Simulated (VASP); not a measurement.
A run of VASP 6.6.1:

File INCAR:

```
ALGO = Normal
EDIFF = 1E-7
ENCUT = 520
GGA = PE
ISIF = 2
ISMEAR = 0
LASPH = T
LCHARG = F
LREAL = F
LWAVE = F
NBANDS = 28
NELM = 80
PREC = Accurate
SIGMA = 0.02
```

File KPOINTS:

```
k-points
0
Gamma
  10 10 8
```

The input POSCAR:

```
SnO
1.0
    3.8800862096      0.0000000000      0.0000000000
    0.0000000000      3.8800862096      0.0000000000
    0.0000000000      0.0000000000      5.3367483565
Sn O
2 2
Direct
    0.5000000000      0.0000000000      0.2175596590
    0.0000000000      0.5000000000      0.7824403410
    0.0000000000      0.0000000000      0.0000000000
    0.5000000000      0.5000000000      0.0000000000
```

Potentials or basis: VASP PAW PBE potentials, release 64 (Sn_d, O).

Run with:

```bash
$ cat potpaw_PBE.64/Sn_d/POTCAR potpaw_PBE.64/O/POTCAR > POTCAR
$ mpirun -np 1 vasp_std > vasp.out
```

Hardware: 1 thread of Intel Xeon 6975P-C (shared host).

Estimate the wall time of this run.

Wall time 6.3 min on 1 thread of Intel Xeon 6975P-C, with other jobs on the host, peak memory 0.31 GiB. Counts: scf iterations 15, k points 105.
